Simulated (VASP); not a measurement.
Set up this calculation in VASP 6.6.1, as the native input.

| Item | Value |
| --- | --- |
| Task | single point |
| Functional | PBE |
| Potentials or basis | VASP PAW PBE potentials, release 64 (B, P) |
| Cutoff | 500 eV |
| k mesh | 10 × 10 × 10 |
| Occupations | gaussian, width 0.01 eV |
| Spin | no spin polarisation |
| Dipole correction | no |
| Further INCAR settings | ALGO = Normal; EDIFF = 1e-06; NBANDS = 11 |

The structure of BP lies in POSCAR:

```
BP
1.0
    0.0000000000      2.2690000000      2.2690000000
    2.2690000000      0.0000000000      2.2690000000
    2.2690000000      2.2690000000      0.0000000000
B P
1 1
Direct
    0.0000000000      0.0000000000      0.0000000000
    0.2500000000      0.2500000000      0.2500000000
```

These files were run (other wordings do the same):

INCAR

```
ALGO = Normal ; EDIFF = 1E-6
ENCUT = 500 ; GGA = PE
GGA_COMPAT = False ; ISIF = 2
ISMEAR = 0 ; LASPH = True
LCHARG = False ; LREAL = False
LWAVE = False ; NBANDS = 11
NELM = 120 ; PREC = Accurate
SIGMA = 0.01
```

KPOINTS

```
k-points
0
Gamma
  10 10 10
```

Potentials or basis: VASP PAW PBE potentials, release 64 (B, P).

Run with:

```bash
$ cat potpaw_PBE.64/B/POTCAR potpaw_PBE.64/P/POTCAR > POTCAR
$ mpirun -np 1 vasp_std > vasp.out
```

Results of the run:

| Item | Value |
| --- | --- |
| Pressure | 0.9 GPa |
| Band gap on the k mesh | 1.24 eV (least direct gap 3.40 eV) |

Wall time 5.4 s on 1 thread of Intel(R) Xeon(R) Platinum 8488C (Sapphire Rapids), with other jobs on the host, peak memory 0.14 GiB.
